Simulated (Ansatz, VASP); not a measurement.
Two plane-wave programs on ZrAl5N6

```
Zr Al N
1.0
     2.99137    0.00000    0.00000
     0.00000    2.99137    0.00000
     0.00000    0.00000   12.53077
Zr Al N
1 5 6
Cartesian
  0.0000 0.0000 0.0000
  0.0000 0.0000 8.2423
  1.4957 1.4957 10.2378
  1.4957 1.4957 2.2929
  0.0000 0.0000 4.2884
  1.4957 1.4957 6.2654
  0.0000 0.0000 10.2177
  1.4957 1.4957 0.0000
  0.0000 0.0000 2.3131
  1.4957 1.4957 4.2828
  0.0000 0.0000 6.2654
  1.4957 1.4957 8.2480
```

Alike in both runs: functional PBE; k mesh 12 × 12 × 4; occupations gaussian, width 0.1 eV; no spin polarisation.

Ansatz relaxed the structure, and its values are those at the end. VASP's run is a single point on that final structure, the one shown.

|  | VASP | Ansatz |
| --- | --- | --- |
| version | VASP 6.6.1 | Ansatz 0.2.0 |
| potentials or method | VASP PAW PBE potentials, release 64 (Zr_sv, Al, N), cutoff 520 eV | scalar-relativistic, plane waves, PAW |
| valence electrons in the cell | 57 | 57 |

|  | VASP | Ansatz | Ansatz less VASP |
| --- | --- | --- | --- |
| gap on the k mesh at the Fermi level (eV) | none | none | - |
| pressure (GPa) | -0.1 | 0.0 | +0.10 |

A gap of «none» marks a metal or a gap that the smearing closes.
